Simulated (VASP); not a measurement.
# Ga3Cl in VASP: a series of runs, part 3 of 3

VASP 6.6.1.

## Step 4: Single point, PBE

This run uses another cell than the first one, of 18.79 Å³/atom, 0.978 times its volume.

INCAR

```
  PREC = Accurate
  ENCUT = 520
  EDIFF = 1E-6
  ISMEAR = 0
  SIGMA = 0.1
  LREAL = F
  LASPH = T
  NELM = 60
  ALGO = Normal
  ISIF = 2
  LWAVE = F
  LCHARG = T
  GGA = PE
  LELF = T
  LVHAR = T
  NBANDS = 31
```

KPOINTS

```
regular mesh
0
Gamma
  4 4 4
```

POSCAR

```
Ga3Cl
1.0
    4.2347598002      0.0000000000      0.0000000000
    0.0000000000      4.2347598002      0.0000000000
    0.0000000000      0.0000000000      4.1912323800
Ga Cl
3 1
Direct
    0.0000000000      0.5000000000      0.5000000000
    0.5000000000      0.0000000000      0.5000000000
    0.5000000000      0.5000000000      0.0000000000
    0.0000000000      0.0000000000      0.0000000000
```

Potentials or basis: VASP PAW PBE potentials, release 64 (Ga_d, Cl).

The run is started by

```
$ cat potpaw_PBE.64/Ga_d/POTCAR potpaw_PBE.64/Cl/POTCAR > POTCAR
$ mpirun -np 1 vasp_std > vasp.out
```

OUTCAR:

```text
PREC = Accurate
   ENCUT = 520
   EDIFF = 1E-6
   ISMEAR = 0
   LREAL = F
   LASPH = T
   NELM = 60
   ISIF = 2
   GGA = PE

 ion  position               nearest neighbor table
   1  0.000  0.500  0.500-
   2  0.500  0.000  0.500-
   3  0.500  0.500  0.000-
   4  0.000  0.000  0.000-

  LATTYP: Found a simple tetragonal cell.
 ALAT       =     4.2347598002
 C/A-ratio  =     0.9897213957

  Lattice vectors:

 A1 = (   4.2347598002,   0.0000000000,   0.0000000000)
 A2 = (   0.0000000000,   4.2347598002,   0.0000000000)
 A3 = (   0.0000000000,   0.0000000000,   4.1912323800)

Analysis of symmetry for initial positions (statically):
=====================================================================
 Subroutine PRICEL returns:
 Original cell was already a primitive cell.

 Routine SETGRP: Setting up the symmetry group for a
 simple tetragonal supercell.

 Subroutine GETGRP returns: Found 16 space group operations
 (whereof 16 operations were pure point group operations)
 out of a pool of 16 trial point group operations.

The static configuration has the point symmetry D_4h.

Analysis of symmetry for dynamics (positions and initial velocities):
=====================================================================
 Subroutine PRICEL returns:
 Original cell was already a primitive cell.

 Routine SETGRP: Setting up the symmetry group for a
 simple tetragonal supercell.

 Subroutine GETGRP returns: Found 16 space group operations
 (whereof 16 operations were pure point group operations)
 out of a pool of 16 trial point group operations.

The dynamic configuration has the point symmetry D_4h.

 Subroutine INISYM returns: Found 16 space group operations
 (whereof 16 operations are pure point group operations),
 and found     1 'primitive' translations

----------------------------------------------------------------------------------------

                                     Primitive cell

  volume of cell :      75.1622

  direct lattice vectors                    reciprocal lattice vectors
     4.234759800  0.000000000  0.000000000     0.236140902  0.000000000  0.000000000
     0.000000000  4.234759800  0.000000000     0.000000000  0.236140902  0.000000000
     0.000000000  0.000000000  4.191232380     0.000000000  0.000000000  0.238593308

  length of vectors
     4.234759800  4.234759800  4.191232380     0.236140902  0.236140902  0.238593308

  position of ions in fractional coordinates (direct lattice)
     0.000000000  0.500000000  0.500000000
     0.500000000  0.000000000  0.500000000
     0.500000000  0.500000000  0.000000000
     0.000000000  0.000000000  0.000000000

  ion indices of the primitive-cell ions
   primitive index   ion index
                 1           1
                 2           2
                 3           3
                 4           4

----------------------------------------------------------------------------------------

 KPOINTS: regular mesh

Automatic generation of k-mesh.
 Grid dimensions read from file:
 generate k-points for:    4    4    4

 Generating k-lattice:

  Cartesian coordinates                     Fractional coordinates (reciprocal lattice)
     0.059035226  0.000000000  0.000000000     0.250000000  0.000000000  0.000000000
     0.000000000  0.059035226  0.000000000     0.000000000  0.250000000  0.000000000
     0.000000000  0.000000000  0.059648327     0.000000000  0.000000000  0.250000000

  Length of vectors
     0.059035226  0.059035226  0.059648327

  Shift w.r.t. Gamma in fractional coordinates (k-lattice)
     0.000000000  0.000000000  0.000000000

 Subroutine IBZKPT returns following result:
 ===========================================

 Found     18 irreducible k-points:

 Following reciprocal coordinates:
            Coordinates               Weight
  0.000000  0.000000  0.000000      1.000000
  0.250000  0.000000  0.000000      4.000000
  0.500000  0.000000  0.000000      2.000000
  0.250000  0.250000  0.000000      4.000000
  0.500000  0.250000  0.000000      4.000000
  0.500000  0.500000  0.000000      1.000000
[... 10 lines left out ...]
  0.500000  0.250000  0.500000      4.000000
  0.500000  0.500000  0.500000      1.000000
   k-points           NKPTS =     18   k-points in BZ     NKDIM =     18   number of bands    NBANDS=     31
   number of dos      NEDOS =    301   number of ions     NIONS =      4
   total plane-waves  NPLWV =  32768
   dimension x,y,z NGX =    32 NGY =   32 NGZ =   32
   dimension x,y,z NGXF=    64 NGYF=   64 NGZF=   64
   ions per type =               3   1
   NGX,Y,Z   is equivalent  to a cutoff of  12.56, 12.56, 12.69 a.u.
   NGXF,Y,Z  is equivalent  to a cutoff of  25.12, 25.12, 25.39 a.u.
 SYSTEM =  unknown system
   PREC   = accura    normal or accurate (medium, high low for compatibility)
   ISTART =      0    job   : 0-new  1-cont  2-samecut
   ICHARG =      2    charge: 1-file 2-atom 10-const
   ISPIN  =      1    spin polarized calculation?
   LNONCOLLINEAR =      F non collinear calculations
   LSORBIT =      F    spin-orbit coupling
   LASPH  =      T    aspherical Exc in radial PAW
   ENCUT  =  520.0 eV  38.22 Ry    6.18 a.u.   7.87  7.87  7.79*2*pi/ulx,y,z
   NELM   =     60;   NELMIN=  2; NELMDL= -5     # of ELM steps
   EDIFF  = 0.1E-05   stopping-criterion for ELM
   LREAL  =      F    real-space projection
   EDIFFG = 0.1E-04   stopping-criterion for IOM
   NSW    =      0    number of steps for IOM
   IBRION =     -1    ionic relax: 0-MD 1-quasi-New 2-CG
   NFREE  =      0    steps in history (QN), initial steepest desc. (CG)
   ISIF   =      2    stress and relaxation
   ISYM   =      2    0-nonsym 1-usesym 2-fastsym
   POTIM  = 0.5000    time-step for ionic-motion
   TEBEG  =    0.0;   TEEND  =   0.0 temperature during run
   PSTRESS=    0.0 pullay stress
   NELECT =      46.0000    total number of electrons
   NUPDOWN=      -1.0000    fix difference up-down
   EMIN   =  10.00;   EMAX   =-10.00  energy-range for DOS
   EFERMI =   0.00;   METHOD = LEGACY
   ISMEAR =     0;   SIGMA  =   0.10  broadening in eV -4-tet -1-fermi 0-gaus
   EFERMI_NEDOS =   21; number of points for ismear=-14 and -15
   IALGO  =     38    algorithm
   IMIX   =      4    mixing-type and parameters
     AMIX     =   0.40;   BMIX     =  1.00
     AMIX_MAG =   1.60;   BMIX_MAG =  1.00
  volume/ion in A,a.u.               =      18.79       126.80
  Fermi-wavevector in a.u.,A,eV,Ry     =   1.389935  2.626595 26.285340  1.931918
  Thomas-Fermi vector in A             =   2.513918
   LORBIT       =      0    0 simple, 1 ext, 2 COOP (PROOUT), +10 PAW based schemes
   GGA     = PE    functional components
   LHFCALC =     F    Hartree Fock is set to
   AEXX    =    0.0000 exact exchange contribution
   IVDW    =     0    specifies the selected vdW correction
   LEPSILON=     F    determine dielectric tensor
   LRPA    =     F    only Hartree local field effects (RPA)
 non-spin polarized calculation
 Gauss-broadening in eV      SIGMA  =   0.10
  energy-cutoff  :      520.00
  volume of cell :       75.16
 maximum number of plane-waves:      2032
 NGX is ok and might be reduce to    32
   NGX = 15   NGY = 15   NGZ = 15

 number of electron      45.9999975 magnetization

 Free energy of the ion-electron system (eV)
  ---------------------------------------------------
  ext. energy  EPLUGINS =         0.00000000
  ---------------------------------------------------
  free energy    TOTEN  =       -10.18693067 eV

  energy without entropy =      -10.15164871  energy(sigma->0) =      -10.16928969

 E-fermi :   6.1313     XC(G=0): -10.7755

 val. band max:        6.1303880876   @ k =   0.5000   0.2500   0.5000
 cond. band min:       6.1464860326   @ k =   0.2500   0.2500   0.5000
 fundamental gap:      0.0160979450
 Fermi energy:         6.1312503697

 k-point     1 :       0.0000    0.0000    0.0000
  band No.  band energies     occupation
      1     -11.1118      2.00000
      2      -9.2501      2.00000
      3      -9.2501      2.00000
      4      -9.2418      2.00000
      5      -9.2264      2.00000
      6      -9.2166      2.00000
[... 23 lines left out ...]
     30      13.1950      0.00000
     31      13.3001      0.00000
[... 547 lines left out ...]
      1     -10.8436      2.00000
      2      -9.1868      2.00000
      3      -9.1868      2.00000
      4      -9.1778      2.00000
      5      -9.1689      2.00000
      6      -9.1689      2.00000
[... 23 lines left out ...]
     30      15.8277      0.00000
     31      15.8794      0.00000

------------------------ aborting loop because EDIFF is reached ----------------------------------------

  FORCE on cell =-STRESS in cart. coord.  units (eV):
  Direction    XX          YY          ZZ          XY          YZ          ZX
  --------------------------------------------------------------------------------------
  -------------------------------------------------------------------------------------
  Total        4.0650633      4.0650633      2.6268743      0.0000000     -0.0000000      0.0000000
  in kB       86.6520009     86.6520009     55.9951703      0.0000000     -0.0000000      0.0000000
  external PRESSURE =      76.4330574 kB  Pullay stress =       0.0000000 kB

 VOLUME and BASIS-vectors are now :
 -----------------------------------------------------------------------------
  energy-cutoff  :      520.00
  volume of cell :       75.16
      direct lattice vectors                 reciprocal lattice vectors
     4.234759800  0.000000000  0.000000000     0.236140902  0.000000000  0.000000000
     0.000000000  4.234759800  0.000000000     0.000000000  0.236140902  0.000000000
     0.000000000  0.000000000  4.191232380     0.000000000  0.000000000  0.238593308

 POSITION                                       TOTAL-FORCE (eV/Angst)
 -----------------------------------------------------------------------------------
      0.00000      2.11738      2.09562         0.000000      0.000000      0.000000
      2.11738      0.00000      2.09562         0.000000      0.000000      0.000000
      2.11738      2.11738      0.00000         0.000000      0.000000      0.000000
      0.00000      0.00000      0.00000         0.000000      0.000000      0.000000
 -----------------------------------------------------------------------------------
    total drift:                                0.000000     -0.000000     -0.000000

  FREE ENERGIE OF THE ION-ELECTRON SYSTEM (eV)
  ---------------------------------------------------
  free  energy   TOTEN  =       -10.1869306728 eV

  energy  without entropy=      -10.1516487122  energy(sigma->0) =      -10.16928969
```

OSZICAR:

```text
N       E                     dE             d eps       ncg     rms          rms(c)
DAV:   1     0.350154846409E+03    0.35015E+03   -0.21967E+04  1167   0.259E+03
DAV:   2     0.383398374395E+02   -0.31182E+03   -0.29904E+03  1146   0.548E+02
DAV:   3    -0.813585107961E+01   -0.46476E+02   -0.44669E+02  1298   0.148E+02
DAV:   4    -0.102714759419E+02   -0.21356E+01   -0.21127E+01  1294   0.325E+01
DAV:   5    -0.103436310583E+02   -0.72155E-01   -0.72055E-01  1494   0.568E+00    0.787E+00
DAV:   6    -0.102169565269E+02    0.12667E+00   -0.20000E-01  1562   0.460E+00    0.479E+00
DAV:   7    -0.101864225972E+02    0.30534E-01   -0.11438E-01  1294   0.239E+00    0.126E+00
DAV:   8    -0.101874835471E+02   -0.10609E-02   -0.12496E-02  1339   0.159E+00    0.175E-01
DAV:   9    -0.101868843024E+02    0.59924E-03   -0.29359E-03  1243   0.113E+00    0.445E-02
DAV:  10    -0.101869080422E+02   -0.23740E-04   -0.39998E-04  1335   0.549E-01    0.230E-02
DAV:  11    -0.101869280788E+02   -0.20037E-04   -0.13273E-04  1438   0.103E-01    0.698E-03
DAV:  12    -0.101869296522E+02   -0.15733E-05   -0.70986E-06  1318   0.270E-02    0.326E-03
DAV:  13    -0.101869307028E+02   -0.10506E-05   -0.14827E-06   878   0.169E-02    0.148E-03
DAV:  14    -0.101869306728E+02    0.30050E-07   -0.21052E-07   719   0.874E-03
   1 F= -.10186931E+02 E0= -.10169290E+02  d E =-.352820E-01
```

stdout:

```text
POSCAR found type information on POSCAR GaCl
 POSCAR found :  2 types and       4 ions
 scaLAPACK will be used
 LDA part: xc-table for (Slater+PW92), standard interpolation
 POSCAR, INCAR and KPOINTS ok, starting setup
 FFT: planning ... GRIDC
 FFT: planning ... GRID_SOFT
 FFT: planning ... GRID
 WAVECAR not read
 entering main loop
```

Run time: 36 s. Hardware: 1 thread of Intel Xeon 6975P-C, shared host; peak memory 0.19 GiB.

Results:

* Free energy: -10.1869 eV
* Pressure: 7.6 GPa
* Band gap on the k mesh: zero (band 23 reaches 6.35 eV, above the bottom of band 24 at 5.51 eV)

Caveat: the k points lie up to 0.37 Å⁻¹ apart.

## Step 5: Relaxation of cell and atoms, PBE

INCAR

```
  ALGO = Normal
  EDIFF = 1E-6
  EDIFFG = -0.04
  ENCUT = 600
  GGA = PE
  IBRION = 2
  ISIF = 3
  ISMEAR = 0
  LASPH = True
  LCHARG = False
  LREAL = False
  LWAVE = False
  NELM = 60
  NSW = 90
  PREC = Accurate
  SIGMA = 0.1
```

KPOINTS

```
k-points
0
Gamma
  4 4 4
```

POSCAR

```
Ga3Cl
1.0
    4.2513822124      0.0000000000      0.0000000000
    0.0000000000      4.2513822124      0.0000000000
    0.0000000000      0.0000000000      4.2513822124
Ga Cl
3 1
Direct
    0.0000000000      0.5000000000      0.5000000000
    0.5000000000      0.0000000000      0.5000000000
    0.5000000000      0.5000000000      0.0000000000
    0.0000000000      0.0000000000      0.0000000000
```

The run is started by

```
$ cat potpaw_PBE.64/Ga_d/POTCAR potpaw_PBE.64/Cl/POTCAR > POTCAR
$ mpirun -np 1 vasp_std > vasp.out
```

Run time: 93 s. Hardware: 1 thread of Intel Xeon 6975P-C, shared host; peak memory 0.22 GiB.

Results (log left out):

```yaml
Free_energy: -10.5308 eV
Relaxed_volume: 23.29 Å³/atom
Relaxed_cell: a = 4.533 Å, b = 4.533 Å, c = 4.533 Å, α = 90.00°, β = 90.00°, γ = 90.00°
Space_group_after_relaxing_to_0.05_Å: Pm-3m (No. 221)
Energy_gained_by_relaxing: 68.9 meV/atom
Ionic_steps: 3
Pressure_after_relaxing: -0.2 GPa
Band_gap_on_the_k_mesh: zero (band 23 reaches 4.36 eV, above the bottom of band 24 at 3.94 eV)
```

Step by step:
```tsv
step	energy change (eV)	largest force (eV/Å)	pressure (GPa)	volume (Å³)
1	0.0000	0.0000	6.35	76.84
2	-0.2278	0.0000	2.54	85.62
3	-0.2756	0.0000	-0.19	93.15
```

Final structure:
```cif
data_structure
_symmetry_space_group_name_H-M 'P 1'
_symmetry_Int_Tables_number 1
_cell_length_a 4.5331
_cell_length_b 4.5331
_cell_length_c 4.5331
_cell_angle_alpha 90.000
_cell_angle_beta 90.000
_cell_angle_gamma 90.000
_cell_volume 93.15
loop_
_atom_site_label
_atom_site_type_symbol
_atom_site_fract_x
_atom_site_fract_y
_atom_site_fract_z
_atom_site_occupancy
Ga1 Ga 0.00000 0.50000 0.50000 1
Ga2 Ga 0.50000 0.00000 0.50000 1
Ga3 Ga 0.50000 0.50000 0.00000 1
Cl1 Cl 0.00000 0.00000 0.00000 1
```

Levels at points of the mesh, in eV from the Fermi level:
| k point | band 20 | band 21 | band 22 | band 23 | band 24 | band 25 | band 26 | band 27 |
| --- | --- | --- | --- | --- | --- | --- | --- | --- |
| (0.00, 0.00, 0.00) | -4.86 | -3.16 | -3.16 | 0.13 | 0.13 | 0.13 | 4.08 | 4.08 |
| (0.50, 0.00, 0.00) | -4.49 | -3.21 | -2.64 | -0.29 | -0.29 | 1.23 | 2.91 | 2.91 |
| (0.50, 0.50, 0.00) | -4.25 | -2.75 | -2.75 | -1.38 | 0.99 | 1.59 | 1.59 | 1.64 |
| (0.50, 0.50, 0.50) | -5.22 | -5.22 | -5.22 | -3.40 | 1.17 | 1.17 | 1.17 | 7.36 |

Caveat: the k points lie up to 0.35 Å⁻¹ apart in the final cell; the volume moved by over 15 % at a fixed basis, so the end points are rough.

## Step 6: Summary

| task | cell | cutoff (eV) | gap on the mesh (eV) | pressure (GPa) |
| --- | --- | --- | --- | --- |
| single point | a = 4.251 Å, 4 atoms | 520 | none | 6.4 |
| single point | a = 4.516 Å, 4 atoms | 520 | none | 0.1 |
| single point | a = 4.235, b = 4.235, c = 4.191 Å, 4 atoms | 520 | none | 7.6 |
| relaxation of cell and atoms | relaxed from a = 4.251 Å, 4 atoms | 600 | none | -0.2 |

Alike in all rows: level PBE; potentials or basis VASP PAW PBE potentials, release 64 (Ga_d, Cl); no spin polarisation; k mesh 4 × 4 × 4; smearing gaussian 0.1 eV.

Caveats: some runs use coarse meshes; the volume moved by over 15 % at a fixed basis, so the end points are rough (some runs).

Total energies depend on the potentials used, so only differences within one code and one set of settings carry meaning.
